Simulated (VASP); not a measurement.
# Pt (R-3m) in VASP: a series of runs

Runs on Pt. Level: LDA. Tasks: single point.

Program: VASP 6.6.1. These are calculated values, not measurements. Logs are shortened: lines on timing, memory, paths and dates and some standing lists are left out, and cuts for length are marked.

## 1. The cell of the first run

The structure is trigonal, space group R-3m (No. 166). Conventional cell: a = 2.657 Å, b = 2.657 Å, c = 7.014 Å, α = 90.00°, β = 90.00°, γ = 120.00°. Within 3.5 Å of Pt (site symmetry -3m) lie 12 Pt at 2.66 to 2.80 Å.

## 2. Single point, LDA

Contents of INCAR:

```
SYSTEM = Pt
PREC = Accurate ; ENCUT = 520
EDIFF = 1E-6 ; ISMEAR = 0
SIGMA = 0.15 ; LREAL = .FALSE.
LASPH = .TRUE. ; NELM = 80
ALGO = Fast ; ISIF = 2
LWAVE = .FALSE. ; LCHARG = .FALSE.
NBANDS = 11
```

Contents of KPOINTS:

```
Automatic mesh
0
G
  20 20 20
  0 0 0
```

Contents of POSCAR:

```
Pt
1.0
    0.0973383644      1.9759687977      1.9759687977
    1.9759687977      0.0973383644      1.9759687977
    1.9759687977      1.9759687977      0.0973383644
Pt
1
Direct
    0.0000000000      0.0000000000      0.0000000000
```

Potentials or basis: VASP PAW LDA potentials, release 64 (Pt).

Started as:

```
cat potpaw_LDA.64/Pt/POTCAR > POTCAR
mpirun -np 1 vasp_std > vasp.out
```

OUTCAR:

```text
SYSTEM = Pt
   PREC = Accurate
   ENCUT = 520
   EDIFF = 1E-6
   ISMEAR = 0
   LREAL = .FALSE.
   LASPH = .TRUE.
   NELM = 80
   ISIF = 2

 ion  position               nearest neighbor table
   1  0.000  0.000  0.000-

  LATTYP: Found a trigonal (rhomboedric) cell.
 ALAT       =     2.7961366448
 COS(alpha) =     0.5485954580

  Lattice vectors:

 A1 = (   0.0973383644,   1.9759687977,   1.9759687977)
 A2 = (   1.9759687977,   0.0973383644,   1.9759687977)
 A3 = (   1.9759687977,   1.9759687977,   0.0973383644)

Analysis of symmetry for initial positions (statically):
=====================================================================
 Subroutine PRICEL returns:
 Original cell was already a primitive cell.

 Routine SETGRP: Setting up the symmetry group for a
 trigonal (rhombohedral) supercell.

 Subroutine GETGRP returns: Found 12 space group operations
 (whereof 12 operations were pure point group operations)
 out of a pool of 12 trial point group operations.

The static configuration has the point symmetry D_3d.

Analysis of symmetry for dynamics (positions and initial velocities):
=====================================================================
 Subroutine PRICEL returns:
 Original cell was already a primitive cell.

 Routine SETGRP: Setting up the symmetry group for a
 trigonal (rhombohedral) supercell.

 Subroutine GETGRP returns: Found 12 space group operations
 (whereof 12 operations were pure point group operations)
 out of a pool of 12 trial point group operations.

The dynamic configuration has the point symmetry D_3d.

 Subroutine INISYM returns: Found 12 space group operations
 (whereof 12 operations are pure point group operations),
 and found     1 'primitive' translations

----------------------------------------------------------------------------------------

                                     Primitive cell

  volume of cell :      14.2909

  direct lattice vectors                    reciprocal lattice vectors
     0.097338364  1.975968798  1.975968798    -0.272549205  0.259753468  0.259753468
     1.975968798  0.097338364  1.975968798     0.259753468 -0.272549205  0.259753468
     1.975968798  1.975968798  0.097338364     0.259753468  0.259753468 -0.272549205

  length of vectors
     2.796136645  2.796136645  2.796136645     0.457413158  0.457413158  0.457413158

  position of ions in fractional coordinates (direct lattice)
     0.000000000  0.000000000  0.000000000

  ion indices of the primitive-cell ions
   primitive index   ion index
                 1           1
[... 75 lines left out ...]
   NSW    =      0    number of steps for IOM
   IBRION =     -1    ionic relax: 0-MD 1-quasi-New 2-CG
   NFREE  =      0    steps in history (QN), initial steepest desc. (CG)
   ISIF   =      2    stress and relaxation
   ISYM   =      2    0-nonsym 1-usesym 2-fastsym
   POTIM  = 0.5000    time-step for ionic-motion
   TEBEG  =    0.0;   TEEND  =   0.0 temperature during run
   PSTRESS=    0.0 pullay stress
   NELECT =      10.0000    total number of electrons
   NUPDOWN=      -1.0000    fix difference up-down
   EMIN   =  10.00;   EMAX   =-10.00  energy-range for DOS
   EFERMI =   0.00;   METHOD = LEGACY
   ISMEAR =     0;   SIGMA  =   0.15  broadening in eV -4-tet -1-fermi 0-gaus
   EFERMI_NEDOS =   21; number of points for ismear=-14 and -15
   IALGO  =     68    algorithm
   IMIX   =      4    mixing-type and parameters
     AMIX     =   0.40;   BMIX     =  1.00
     AMIX_MAG =   1.60;   BMIX_MAG =  1.00
  volume/ion in A,a.u.               =      14.29        96.44
  Fermi-wavevector in a.u.,A,eV,Ry     =   1.453410  2.746547 28.740954  2.112401
  Thomas-Fermi vector in A             =   2.570680
   LORBIT       =      0    0 simple, 1 ext, 2 COOP (PROOUT), +10 PAW based schemes
   GGA     = CA    functional components
   LHFCALC =     F    Hartree Fock is set to
   AEXX    =    0.0000 exact exchange contribution
   IVDW    =     0    specifies the selected vdW correction
   LEPSILON=     F    determine dielectric tensor
   LRPA    =     F    only Hartree local field effects (RPA)
 non-spin polarized calculation
 RMM-DIIS sequential band-by-band and
 Gauss-broadening in eV      SIGMA  =   0.15
  energy-cutoff  :      520.00
  volume of cell :       14.29
 maximum number of plane-waves:       395
 NGX is ok and might be reduce to    24
   NGX = 11   NGY = 11   NGZ = 11

 number of electron      10.0000000 magnetization

 Free energy of the ion-electron system (eV)
  ---------------------------------------------------
  ext. energy  EPLUGINS =         0.00000000
  ---------------------------------------------------
  free energy    TOTEN  =        -7.46022810 eV

  energy without entropy =       -7.44365187  energy(sigma->0) =       -7.45193999

 E-fermi :  12.2016     XC(G=0): -13.9949

 val. band max:       12.1985679837   @ k =   0.4500   0.4500   0.3000
 cond. band min:      12.2016659343   @ k =  -0.2500   0.4500   0.1500
 fundamental gap:      0.0030979506
 Fermi energy:        12.2015635201

 k-point     1 :       0.0000    0.0000    0.0000
  band No.  band energies     occupation
      1       1.3527      2.00000
      2       7.4191      2.00000
      3       8.2555      2.00000
      4       8.2555      2.00000
      5      10.5730      2.00000
      6      10.5730      2.00000
      7      26.5250      0.00000
      8      30.4421      0.00000
      9      32.7874      0.00000
     10      32.7874      0.00000
     11      37.5895      0.00000
[... 309 lines left out ...]
 k-point    24 :      -0.3500    0.0500    0.0000
  band No.  band energies     occupation
      1       4.4078      2.00000
      2       7.6518      2.00000
      3       8.7478      2.00000
      4       9.1612      2.00000
      5      11.1385      2.00000
      6      12.2875      0.41776
      7      22.1792      0.00000
      8      27.2427      0.00000
      9      31.9932      0.00000
     10      33.5327      0.00000
     11      37.7021      0.00000

 [... further k-points ...]
[... 5 lines left out ...]
  --------------------------------------------------------------------------------------
  -------------------------------------------------------------------------------------
  Total        1.2424437      1.2424437      1.2424437     -0.5212300     -0.5212300     -0.5212300
  in kB      139.2923364    139.2923364    139.2923364    -58.4359226    -58.4359226    -58.4359226
  external PRESSURE =     139.2923364 kB  Pullay stress =       0.0000000 kB

 VOLUME and BASIS-vectors are now :
 -----------------------------------------------------------------------------
  energy-cutoff  :      520.00
  volume of cell :       14.29
      direct lattice vectors                 reciprocal lattice vectors
     0.097338364  1.975968798  1.975968798    -0.272549205  0.259753468  0.259753468
     1.975968798  0.097338364  1.975968798     0.259753468 -0.272549205  0.259753468
     1.975968798  1.975968798  0.097338364     0.259753468  0.259753468 -0.272549205

 POSITION                                       TOTAL-FORCE (eV/Angst)
 -----------------------------------------------------------------------------------
      0.00000      0.00000      0.00000         0.000000      0.000000      0.000000
 -----------------------------------------------------------------------------------
    total drift:                                0.000000      0.000000      0.000000

  FREE ENERGIE OF THE ION-ELECTRON SYSTEM (eV)
  ---------------------------------------------------
  free  energy   TOTEN  =        -7.4602281034 eV

  energy  without entropy=       -7.4436518722  energy(sigma->0) =       -7.45193999
```

stdout:

```text
POSCAR found type information on POSCAR Pt
 POSCAR found :  1 types and       1 ions
 scaLAPACK will be used
 LDA part: xc-table for (Slater(with rela. corr.)+CA(PZ))
 , standard interpolation
 POSCAR, INCAR and KPOINTS ok, starting setup
 FFT: planning ... GRIDC
 FFT: planning ... GRID_SOFT
 FFT: planning ... GRID
 WAVECAR not read
 entering main loop
```

It took 43 s on 1 thread of Intel Xeon 6975P-C (Granite Rapids), shared host; peak memory 0.23 GiB.

Results:

```yaml
Free_energy: -7.4602 eV
Pressure: 13.9 GPa
Band_gap_on_the_k_mesh: zero (band 5 reaches 12.90 eV, above the bottom of band 6 at 10.33 eV)
```

Stress tensor (GPa, compression positive):
```
13.93 -5.84 -5.84
-5.84 13.93 -5.84
-5.84 -5.84 13.93
```

Levels at points of the mesh, in eV from the Fermi level:
```
           k point  band 3  band 4  band 5  band 6  band 7  band 8
(0.00, 0.00, 0.00)   -3.95   -3.95   -1.63   -1.63   14.32   18.24
(0.50, 0.00, 0.00)   -3.62   -0.43   -0.28    0.46    6.74   13.86
(0.50, 0.50, 0.00)   -0.06    0.54    0.70    1.72    9.58   10.64
(0.50, 0.50, 0.50)   -4.17   -1.31   -0.04   -0.04    5.19   14.59
```

Caveat: spin-orbit coupling is left out, which moves the levels of the heavy elements.

## 3. Single point, LDA

This run uses another cell than the first one, of 14.73 Å³/atom, 1.031 times its volume.

Contents of INCAR:

```
SYSTEM = Pt
ALGO = Normal
EDIFF = 1E-7
ENCUT = 520
GGA = CA
ISIF = 2
ISMEAR = 0
LASPH = .True.
LCHARG = .False.
LREAL = .False.
LWAVE = .False.
NBANDS = 11
NELM = 60
PREC = Accurate
SIGMA = 0.15
```

Contents of KPOINTS:

```
k-points
0
Gamma
  20 20 20
  0 0 0
```

Contents of POSCAR:

```
Pt
1.0
    0.0973383644      1.9954364706      1.9954364706
    1.9954364706      0.0973383644      1.9954364706
    1.9954364706      1.9954364706      0.0973383644
Pt
1
Direct
    0.0000000000      0.0000000000      0.0000000000
```

Potentials or basis: VASP PAW LDA potentials, release 64 (Pt).

Started as:

```
cat potpaw_LDA.64/Pt/POTCAR > POTCAR
mpirun -np 1 vasp_std > vasp.out
```

It took 36 s on 1 thread of Intel Xeon 6975P-C (Granite Rapids), shared host; peak memory 0.24 GiB.

Results (log left out):

* Free energy: -7.4844 eV
* Pressure: 3.3 GPa
* Band gap on the k mesh: zero (band 5 reaches 12.24 eV, above the bottom of band 6 at 9.81 eV)

Stress tensor (GPa, compression positive):
```
 3.34 -4.80 -4.80
-4.80  3.34 -4.80
-4.80 -4.80  3.34
```

Levels at points of the mesh, in eV from the Fermi level:
| k point | band 3 | band 4 | band 5 | band 6 | band 7 | band 8 |
| --- | --- | --- | --- | --- | --- | --- |
| (0.00, 0.00, 0.00) | -3.76 | -3.76 | -1.55 | -1.55 | 14.42 | 18.20 |
| (0.50, 0.00, 0.00) | -3.44 | -0.32 | -0.26 | 0.43 | 6.48 | 13.95 |
| (0.50, 0.50, 0.00) | -0.06 | 0.51 | 0.66 | 1.77 | 9.23 | 10.57 |
| (0.50, 0.50, 0.50) | -3.97 | -1.16 | -0.04 | -0.04 | 4.99 | 14.68 |

Caveat: spin-orbit coupling is left out, which moves the levels of the heavy elements.

## 4. Single point, LDA

This run uses another cell than the first one, of 14.73 Å³/atom, 1.031 times its volume.

Contents of INCAR:

```
SYSTEM = Pt
PREC = Accurate ; ENCUT = 520
EDIFF = 1E-6 ; ISMEAR = 0
SIGMA = 0.15 ; LREAL = .FALSE.
LASPH = .TRUE. ; NELM = 100
ALGO = Normal ; ISIF = 2
LWAVE = .FALSE. ; LCHARG = .FALSE.
GGA = CA ; NBANDS = 11
```

Contents of KPOINTS:

```
Automatic mesh
0
G
  20 20 20
  0 0 0
```

Contents of POSCAR:

```
Pt
1.0
   -0.0973383644      1.8980981062      1.8980981062
    1.8980981062     -0.0973383644      1.8980981062
    1.8980981062      1.8980981062     -0.0973383644
Pt
1
Direct
    0.0000000000      0.0000000000      0.0000000000
```

Started as:

```
cat potpaw_LDA.64/Pt/POTCAR > POTCAR
mpirun -np 1 vasp_std > vasp.out
```

Wall time 32 s (1 thread of Intel Xeon 6975P-C (Granite Rapids), shared host); peak memory 0.23 GiB.

The run converged. Its results:

- Free energy: -7.4839 eV
- Pressure: 3.2 GPa
- Band gap on the k mesh: zero (band 5 reaches 12.31 eV, above the bottom of band 6 at 9.56 eV)

Stress tensor (GPa, compression positive):
```
3.24 4.65 4.65
4.65 3.24 4.65
4.65 4.65 3.24
```

Levels at points of the mesh, in eV from the Fermi level:
| k point | band 3 | band 4 | band 5 | band 6 | band 7 | band 8 |
| --- | --- | --- | --- | --- | --- | --- |
| (0.00, 0.00, 0.00) | -4.39 | -3.28 | -1.57 | -1.57 | 14.49 | 18.87 |
| (0.50, 0.00, 0.00) | -3.34 | -0.77 | -0.31 | 0.21 | 5.75 | 14.35 |
| (0.50, 0.50, 0.00) | -0.08 | 0.43 | 0.71 | 1.77 | 9.22 | 10.50 |
| (0.50, 0.50, 0.50) | -4.15 | 0.17 | 0.29 | 0.29 | 7.18 | 13.56 |

Caveat: spin-orbit coupling is left out, which moves the levels of the heavy elements.

## 5. The runs side by side

```tsv
cell	gap on the mesh (eV)	pressure (GPa)
a = 2.796 Å, angles 56.7°, 1 atom	none	13.9
a = 2.824 Å, angles 56.8°, 1 atom	none	3.3
a = 2.686 Å, angles 63.4°, 1 atom	none	3.2
```

Alike in all rows: task single point; level LDA; potentials or basis VASP PAW LDA potentials, release 64 (Pt); no spin polarisation; k mesh 20 × 20 × 20; cutoff (eV) 520; smearing gaussian 0.15 eV.

Caveats: spin-orbit coupling is left out, which moves the levels of the heavy elements.

Absolute energies hang on the potentials; compare differences alone.
